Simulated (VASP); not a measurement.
# AgI: single point with PBE

The system is AgI.

```
CELL_PARAMETERS angstrom
4.65350 0.00000 0.00000
-2.32675 4.03005 0.00000
0.00000 0.00000 7.61192
ATOMIC_POSITIONS crystal
Ag 0.33333 0.66667 0.00009
Ag 0.66667 0.33333 0.50009
I 0.33333 0.66667 0.37491
I 0.66667 0.33333 0.87491
```

| Property | Result |
| --- | --- |
| Program | VASP 6.6.1 |
| Task | single point |
| Functional | PBE |
| Potentials or basis | VASP PAW PBE potentials, release 64 (Ag, I) |
| Cutoff | 500 eV |
| k mesh | 8 × 8 × 6 |
| Occupations | gaussian, width 0.05 eV |
| Spin | no spin polarisation |
| Dipole correction | no |
| Further INCAR settings | ALGO = Normal; EDIFF = 1e-06; NBANDS = 26 |

```yaml
Pressure: 0.5 GPa
Band_gap_on_the_k_mesh: 1.37 eV
```

Levels at points of the mesh, in eV from the valence-band top:
```
           k point  band 14  band 15  band 16  band 17  band 18  band 19  band 20  band 21  band 22  band 23
(0.00, 0.00, 0.00)    -0.66    -0.66    -0.06     0.00     0.00     1.37     2.66     5.82     5.82     5.96
(0.50, 0.00, 0.00)    -2.47    -2.05    -1.65    -0.95    -0.66     3.32     3.63     4.87     5.83     6.29
(0.00, 0.00, 0.50)    -1.60    -0.34    -0.34    -0.34    -0.34     2.65     2.65     5.64     5.64     6.11
(0.50, 0.00, 0.50)    -2.65    -1.15    -1.15    -1.15    -1.15     3.29     3.29     4.92     4.92     7.30
```

Run time: 64 s on 1 thread of Intel(R) Xeon(R) 6975P-C (Granite Rapids), with other jobs on the host, peak memory 0.32 GiB.

Caveat: spin-orbit coupling is left out, which moves the levels of the heavy elements. A k mesh can miss the band edges.
